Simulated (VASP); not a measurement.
# H3C5 in VASP: further runs, part 2 of 2

VASP 6.6.1.

## 4. Single point, PBE

Input file INCAR:

```
PREC = Accurate
ENCUT = 520
EDIFF = 1E-6
ISMEAR = 0
SIGMA = 0.05
LREAL = Auto
LASPH = True
NELM = 80
ALGO = Normal
ISIF = 2
LWAVE = False
LCHARG = False
GGA = PE
NBANDS = 68
```

Input file KPOINTS:

```
Automatic mesh
0
Gamma
  1 1 1
```

Input file POSCAR:

```
H3C5
1.0
    5.0487420000      0.0000000000      0.0000000000
    0.0000000000      5.0487420000      0.0000000000
    0.0000000000      0.0000000000     17.1355610000
H C
12 20
Direct
    0.4277869616      0.0000000000      0.0583581711
    0.0722132365      0.0000000000      0.0583581711
    0.9277869616      0.0000000000      0.0583581711
    0.5722132365      0.0000000000      0.0583581711
    0.4277869616      0.5000000000      0.0583581711
    0.0722132365      0.5000000000      0.0583581711
    0.9277869616      0.5000000000      0.0583581711
    0.5722132365      0.5000000000      0.0583581711
    0.7499390937      0.0039120636      0.3590585100
    0.2500175291      0.4957236872      0.3591017534
    0.7500246596      0.4959203699      0.3590784685
    1.2499896014      1.0037591543      0.3590705317
    0.2500000990      0.0000000000      0.0953981022
    0.7500000990      0.0000000000      0.0953981022
    0.2500000990      0.5000000000      0.0953981022
    0.7500000990      0.5000000000      0.0953981022
    0.2500000990      0.2500000990      0.1474827699
    0.7500000990      0.2500000990      0.1474827699
    0.2500000990      0.7500000990      0.1474827699
    0.7500000990      0.7500000990      0.1474827699
    0.0000071305      0.2499810844      0.1957756154
    0.4999982174      0.2499404802      0.1957750318
    0.0000198069      0.7499610794      0.2036061732
    0.4999803912      0.7499398860      0.2036024966
    0.0000140629      0.0165524402      0.2525042512
    0.5000005942      0.0165116379      0.2525034926
    0.0000025749      0.4833429793      0.2525309209
    0.4999651398      0.4833077230      0.2525225174
    0.2499999010      0.0881025412      0.2998623739
    0.7500084179      0.0882295035      0.2998481345
    0.2499838574      0.4116183794      0.2998755045
    0.7499767269      0.4117451436      0.2998584056
```

On the command line:

```console
$ cat potpaw_PBE.64/H/POTCAR potpaw_PBE.64/C/POTCAR > POTCAR
$ mpirun -np 1 vasp_gam > vasp.out
```

Wall time 51 s (1 thread of Intel Xeon 6975P-C (Granite Rapids), shared host); peak memory 0.43 GiB.

Results (log left out):

```yaml
Free_energy: -200.8758 eV
Largest_force: 9.775 eV/Å
Band_gap_on_the_k_mesh: 1.70 eV
```

Forces on the atoms (eV/Å):
```
H   -9.774 -0.053  0.112
H    9.774 -0.053  0.112
H   -9.774 -0.053  0.112
H    9.774 -0.053  0.112
H   -9.774  0.052  0.111
H    9.774  0.052  0.112
H   -9.774  0.052  0.112
H    9.774  0.052  0.112
H    0.002  0.209  0.027
H    0.000 -0.203  0.029
H   -0.001 -0.205  0.029
H    0.000  0.209  0.025
C   -0.001 -0.151  1.480
C    0.000 -0.152  1.481
C    0.000  0.152  1.480
C    0.000  0.152  1.480
C    0.000 -0.001 -2.632
C    0.001 -0.001 -2.631
C    0.000 -0.004  0.384
C    0.000 -0.006  0.384
C    0.000 -0.002 -0.359
C   -0.002  0.000 -0.359
C   -0.003  0.001 -0.009
C    0.002  0.000 -0.008
C   -0.002 -0.413 -0.107
C    0.001 -0.409 -0.107
C   -0.002  0.416 -0.115
C    0.003  0.419 -0.110
C    0.001 -0.853 -0.315
C   -0.002 -0.863 -0.310
C    0.001  0.859 -0.313
C    0.002  0.850 -0.314
```

Levels at points of the mesh, in eV from the valence-band top:
```tsv
k point	band 42	band 43	band 44	band 45	band 46	band 47	band 48	band 49	band 50	band 51
(0.00, 0.00, 0.00)	-2.58	-2.49	-2.26	-0.51	0.00	1.70	2.16	3.37	3.95	4.01
```

Caveat: the k points lie up to 1.24 Å⁻¹ apart, too coarse for converged energies, forces and pressures; there is no dipole correction, which matters where the two faces differ.

## 5. Single point, PBE

Input file INCAR:

```
PREC = Accurate ; ENCUT = 520
EDIFF = 1E-6 ; ISMEAR = 0
SIGMA = 0.05 ; LREAL = Auto
LASPH = T ; NELM = 100
ALGO = Normal ; ISIF = 2
LWAVE = F ; LCHARG = T
GGA = PE ; LELF = T
LVHAR = T ; NBANDS = 68
```

Input file KPOINTS:

```
Automatic mesh
0
Gamma
  2 2 1
```

Input file POSCAR:

```
H3C5
1.0
    5.0487420000      0.0000000000      0.0000000000
    0.0000000000      5.0487420000      0.0000000000
    0.0000000000      0.0000000000     17.1355610000
H C
12 20
Direct
    0.4277868000      0.0000000000      0.0583582000
    0.0722132000      0.0000000000      0.0583582000
    0.9277868000      0.0000000000      0.0583582000
    0.5722132000      0.0000000000      0.0583582000
    0.4277868000      0.5000000000      0.0583582000
    0.0722132000      0.5000000000      0.0583582000
    0.9277868000      0.5000000000      0.0583582000
    0.5722132000      0.5000000000      0.0583582000
    0.7502334732      0.0042323521      0.3591049409
    0.2500807869      0.4961013400      0.3590545595
    0.7501182211      0.4960280011      0.3590986668
    1.2495137710      0.0047868602      0.3591637023
    0.2500000000      0.0000000000      0.0953981000
    0.7500000000      0.0000000000      0.0953981000
    0.2500000000      0.5000000000      0.0953981000
    0.7500000000      0.5000000000      0.0953981000
    0.2500000000      0.2500000000      0.1474828000
    0.7500000000      0.2500000000      0.1474828000
    0.2500000000      0.7500000000      0.1474828000
    0.7500000000      0.7500000000      0.1474828000
   -0.0000020939      0.2500486053      0.1957651387
    0.5000104509      0.2500290887      0.1957838985
   -0.0000013031      0.7500730817      0.2035983277
    0.5000148119      0.7500299740      0.2036047801
    0.0000236646      0.0167074002      0.2525271493
    0.5000181886      0.0166499446      0.2525602398
    0.0000529115      0.4835081434      0.2525105888
    0.5000558134      0.4834701409      0.2525189522
    0.2499877688      0.0884380579      0.2998775766
    0.7500766299      0.0883231478      0.2998717381
    0.2500514622      0.4119038709      0.2998343845
    0.7500726889      0.4118625943      0.2998688252
```

On the command line:

```console
$ cat potpaw_PBE.64/H/POTCAR potpaw_PBE.64/C/POTCAR > POTCAR
$ mpirun -np 1 vasp_std > vasp.out
```

Wall time 2.1 min (1 thread of Intel Xeon 6975P-C (Granite Rapids), shared host); peak memory 0.49 GiB.

It converged, with:

| Quantity | Value |
| --- | --- |
| Free energy | -210.2734 eV |
| Largest force | 8.957 eV/Å |
| Band gap on the k mesh | 1.83 eV |

Forces on the atoms (eV/Å):
```
H   -8.956 -0.044  0.077
H    8.956 -0.044  0.077
H   -8.956 -0.044  0.077
H    8.956 -0.044  0.077
H   -8.956  0.045  0.077
H    8.956  0.044  0.077
H   -8.956  0.044  0.077
H    8.956  0.045  0.077
H   -0.002 -0.011  0.021
H   -0.001  0.010  0.022
H   -0.001  0.010  0.019
H    0.010 -0.019  0.018
C    0.001 -0.131  0.950
C    0.000 -0.131  0.949
C    0.001  0.131  0.950
C   -0.001  0.131  0.950
C    0.002  0.001 -2.816
C   -0.001  0.001 -2.817
C    0.001  0.006  0.545
C    0.000  0.007  0.545
C    0.002  0.003 -0.001
C    0.002 -0.002 -0.006
C    0.003 -0.001  0.021
C    0.000  0.002  0.022
C    0.000 -0.034 -0.007
C    0.001 -0.033 -0.005
C   -0.005  0.030 -0.002
C    0.001  0.032 -0.003
C   -0.003 -0.005  0.007
C   -0.003 -0.002  0.007
C   -0.002  0.002  0.012
C   -0.002  0.002  0.003
```

Levels at points of the mesh, in eV from the valence-band top:
```
           k point  band 44  band 45  band 46  band 47  band 48  band 49
(0.00, 0.00, 0.00)    -2.36    -0.52    -0.03     1.83     2.08     3.37
(0.50, 0.00, 0.00)    -2.27    -2.20    -2.20     3.05     3.05     3.19
(0.00, 0.50, 0.00)    -2.34    -0.24     0.00     2.91     2.92     3.19
(0.50, 0.50, 0.00)    -3.00    -2.48    -2.47     3.99     3.99     4.04
```

Caveat: the k points lie up to 0.62 Å⁻¹ apart; there is no dipole correction, which matters where the two faces differ.

## 6. Single point, PBE

Input file INCAR:

```
SYSTEM = H3C5
PREC = Accurate
ENCUT = 520
EDIFF = 1E-7
ISMEAR = 0
SIGMA = 0.05
LREAL = Auto
LASPH = .TRUE.
NELM = 60
ALGO = Normal
ISIF = 2
LWAVE = .FALSE.
LCHARG = .FALSE.
GGA = PE
NBANDS = 68
```

Input file KPOINTS:

```
Automatic mesh
0
G
  2 2 1
  0 0 0
```

Input file POSCAR:

```
H3C5
1.0
    5.0487420000      0.0000000000      0.0000000000
    0.0000000000      5.0487420000      0.0000000000
    0.0000000000      0.0000000000     17.1355610000
H C
12 20
Direct
    0.4277868800      0.0000000000      0.0583581700
    0.0722131600      0.0000000000      0.0583581700
    0.9277869200      0.0000000000      0.0583581700
    0.5722132000      0.0000000000      0.0583581700
    0.4277868800      0.5000000400      0.0583581700
    0.0722131600      0.5000000400      0.0583581700
    0.9277869200      0.5000000400      0.0583581700
    0.5722132000      0.5000000400      0.0583581700
    0.7499390966      0.0039119897      0.3590584999
    0.2500174896      0.4957237044      0.3591017316
    0.7500247497      0.4959203967      0.3590784544
    1.2499896303      1.0037591245      0.3590705463
    0.2500000200      0.0000000000      0.0953981000
    0.7500000600      0.0000000000      0.0953981000
    0.2500000200      0.5000000400      0.0953981000
    0.7500000600      0.5000000400      0.0953981000
    0.2500000200      0.2500000200      0.1474827700
    0.7500000600      0.2500000200      0.1474827700
    0.2500000200      0.7500000600      0.1474827700
    0.7500000600      0.7500000600      0.1474827700
    0.0000072125      0.2499810269      0.1957756271
    0.4999982429      0.2499404720      0.1957750312
    0.0000198863      0.7499610973      0.2036061821
    0.4999803019      0.7499397982      0.2036024682
    0.0000140492      0.0165523926      0.2525042814
    0.5000005526      0.0165116561      0.2525034652
    0.0000025981      0.4833430549      0.2525309519
    0.4999651736      0.4833076441      0.2525225329
    0.2499998111      0.0881024470      0.2998624014
    0.7500084560      0.0882294061      0.2998481373
    0.2499838832      0.4116183798      0.2998755072
    0.7499767716      0.4117452220      0.2998584052
```

Potentials or basis: VASP PAW PBE potentials, release 64 (H, C).

On the command line:

```console
$ cat potpaw_PBE.64/H/POTCAR potpaw_PBE.64/C/POTCAR > POTCAR
$ mpirun -np 1 vasp_std > vasp.out
```

Wall time 2.4 min (1 thread of Intel Xeon 6975P-C (Granite Rapids), shared host); peak memory 0.48 GiB.

It converged, with:

* Free energy: -210.2734 eV
* Largest force: 8.956 eV/Å
* Band gap on the k mesh: 1.83 eV

Forces in eV/Å, atoms in the order of the input:
```
H   -8.956 -0.044  0.077
H    8.956 -0.045  0.077
H   -8.956 -0.045  0.077
H    8.956 -0.044  0.077
H   -8.956  0.044  0.077
H    8.956  0.044  0.077
H   -8.956  0.044  0.077
H    8.956  0.044  0.077
H    0.002 -0.006  0.021
H    0.000  0.012  0.023
H   -0.001  0.010  0.023
H    0.000 -0.006  0.020
C   -0.001 -0.131  0.950
C    0.000 -0.131  0.951
C    0.000  0.131  0.950
C    0.000  0.131  0.950
C    0.000 -0.001 -2.819
C    0.001 -0.002 -2.817
C    0.000 -0.004  0.544
C    0.000 -0.006  0.545
C    0.000 -0.001 -0.009
C   -0.002  0.002 -0.010
C   -0.003  0.001  0.016
C    0.003  0.001  0.016
C   -0.002 -0.031  0.007
C    0.000 -0.027  0.007
C   -0.001  0.034 -0.003
C    0.002  0.037  0.002
C    0.001 -0.001  0.003
C   -0.003 -0.011  0.008
C    0.002  0.007  0.004
C    0.002 -0.003  0.005
```

Levels at points of the mesh, in eV from the valence-band top:
```tsv
k point	band 44	band 45	band 46	band 47	band 48	band 49
(0.00, 0.00, 0.00)	-2.36	-0.52	-0.03	1.83	2.09	3.37
(0.50, 0.00, 0.00)	-2.27	-2.20	-2.20	3.05	3.05	3.18
(0.00, 0.50, 0.00)	-2.34	-0.24	0.00	2.91	2.92	3.19
(0.50, 0.50, 0.00)	-3.00	-2.48	-2.48	3.99	3.99	4.03
```

Caveat: the k points lie up to 0.62 Å⁻¹ apart; there is no dipole correction, which matters where the two faces differ.

## 7. Summary

| cell | k mesh | gap on the mesh (eV) | largest force (eV/Å) |
| --- | --- | --- | --- |
| as given, atomic positions A | 2 × 2 × 1 | 1.83 | 8.96 |
| as given, atomic positions B | 1 × 1 × 1 | 1.70 | 9.77 |
| as given, atomic positions A | 1 × 1 × 1 | 1.70 | 9.77 |
| as given, atomic positions B | 2 × 2 × 1 | 1.83 | 8.96 |

Alike in all rows: task single point; level PBE; potentials or basis VASP PAW PBE potentials, release 64 (H, C); no spin polarisation; cutoff (eV) 520; smearing gaussian 0.05 eV.

Caveats: all runs use coarse meshes; there is no dipole correction, which matters where the two faces differ.

Absolute energies hang on the potentials; compare differences alone.
